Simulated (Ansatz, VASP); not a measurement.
**One calculation of TaN, two programs**

```
Ta N
1.0
     1.45328   -2.51715    0.00000
     0.00000    0.00000   -2.85144
     8.50316    4.90930    0.00000
Ta N
4 4
Direct
  0.50000 0.50000 0.94002
  0.00000 0.50000 0.17093
  0.50000 0.50000 0.42729
  0.00000 0.50000 0.68366
  0.00000 0.00000 0.85457
  0.50000 0.00000 0.08547
  0.00000 0.00000 0.34184
  0.50000 0.00000 0.59820
```

Alike in both runs: task single point; functional LDA; k mesh 15 × 15 × 5; occupations gaussian, width 0.15 eV; no spin polarisation.

|  | VASP | Ansatz |
| --- | --- | --- |
| version | VASP 6.6.1 | Ansatz 0.2.0 |
| potentials or method | VASP PAW LDA potentials, release 64 (Ta_pv, N), cutoff 520 eV | scalar-relativistic, plane waves, PAW |
| valence electrons in the cell | 64 | 72 |

```tsv
	VASP	Ansatz	Ansatz less VASP
gap on the k mesh at the Fermi level (eV)	none	none	-
pressure (GPa)	15.3	13.0	-2.30
traceless stress, the component that is largest in VASP (GPa)	7.21	7.15	-0.063
rms of the force components (eV/Å)	1.506	1.487	-0.0190
```

Ansatz warns that its potentials were made for another functional, while VASP's fit it. LDA's correlation is that of Perdew and Zunger in VASP and of Perdew and Wang (1992) in Ansatz. Atom by atom the forces differ by 0.020 eV/Å (rms over components). A gap of «none» marks a metal or a gap that the smearing closes. VASP's potentials hold 64 valence electrons a cell and Ansatz's 72, so a difference there can come from the potentials and not from the codes.

Spin-orbit coupling is off throughout.
